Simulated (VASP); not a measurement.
Crystal: MgH2.

```xyz
6
Lattice="4.4849 0.0000 0.0000 0.0000 4.4849 0.0000 0.0000 0.0000 2.9964" Properties=species:S:1:pos:R:3 pbc="T T T"
Mg    0.0000    0.0000    0.0000
Mg    2.2425    2.2425    1.4982
H     1.3665    1.3665    0.0000
H     0.8760    3.6090    1.4982
H     3.1185    3.1185    0.0000
H     3.6090    0.8760    1.4982
```

Base run:

| Quantity | Value |
| --- | --- |
| Program | VASP 6.6.1 |
| Functional | r2SCAN |
| Potentials or basis | VASP PAW PBE potentials, release 64 (Mg, H) |
| Cutoff | 520 eV |
| k mesh | 6 × 6 × 8 |
| Occupations | gaussian, width 0.01 eV |
| Spin | no spin polarisation |

Its results: band gap on the k mesh 4.46 eV, indirect (least direct gap 5.25 eV); pressure -0.4 GPa.

After a change of settings the same cell gave: band gap on the k mesh 3.47 eV, indirect (least direct gap 4.27 eV); pressure -2.2 GPa. Which change was it?
A. functional from r2SCAN to HSE06; k mesh from 6 × 6 × 8 to 4 × 4 × 6
B. functional from r2SCAN to PBE; k mesh from 6 × 6 × 8 to 4 × 4 × 6
C. functional from r2SCAN to LDA; potentials or basis from VASP PAW PBE potentials, release 64 (Mg, H) to VASP PAW LDA potentials, release 64 (Mg, H)
D. functional from r2SCAN to PBE; occupations from gaussian, width 0.01 eV to fermi-dirac, width 0.02 eV

C.

Caveats: the PAW data sets were made with another functional, which shifts forces and pressure a little (some runs).
